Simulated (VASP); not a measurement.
Write the native input for VASP 6.6.1 that does the following.

| Property | Result |
| --- | --- |
| Task | single point |
| Functional | PBE |
| Potentials or basis | VASP PAW PBE potentials, release 64 (C) |
| Cutoff | 600 eV |
| k mesh | 4 × 4 × 4 |
| Occupations | gaussian, width 0.01 eV |
| Spin | no spin polarisation |
| Dipole correction | no |
| Further INCAR settings | ALGO = Normal; EDIFF = 1e-06; NBANDS = 11 |

The structure of C lies in POSCAR:

```
C
1.0
    0.0000000000      1.7470918200      1.7470918200
    1.7470918200      0.0000000000      1.7470918200
    1.7470918200      1.7470918200      0.0000000000
C
2
Direct
    0.0000000000      0.0000000000      0.0000000000
    0.2500000000      0.2500000000      0.2500000000
```

The input as run:

INCAR

```
PREC = Accurate
ENCUT = 600
EDIFF = 1E-6
ISMEAR = 0
SIGMA = 0.01
LREAL = False
LASPH = True
NELM = 120
ALGO = Normal
ISIF = 2
LWAVE = False
LCHARG = True
GGA = PE
LELF = True
LVHAR = True
NBANDS = 11
GGA_COMPAT = False
```

KPOINTS

```
regular mesh
0
Gamma
  4 4 4
```

Potentials or basis: VASP PAW PBE potentials, release 64 (C).

Command:

```bash
$ cat potpaw_PBE.64/C/POTCAR > POTCAR
$ mpirun -np 1 vasp_std > vasp.out
```

It gave:

The pressure is 33.6 GPa. The band gap on the k mesh is 4.59 eV, indirect (least direct gap 5.75 eV).

Caveat: the k points lie up to 0.78 Å⁻¹ apart.

Run time: 2.2 s on 1 thread of Intel(R) Xeon(R) Platinum 8488C (Sapphire Rapids) (shared host), peak memory 0.11 GiB.
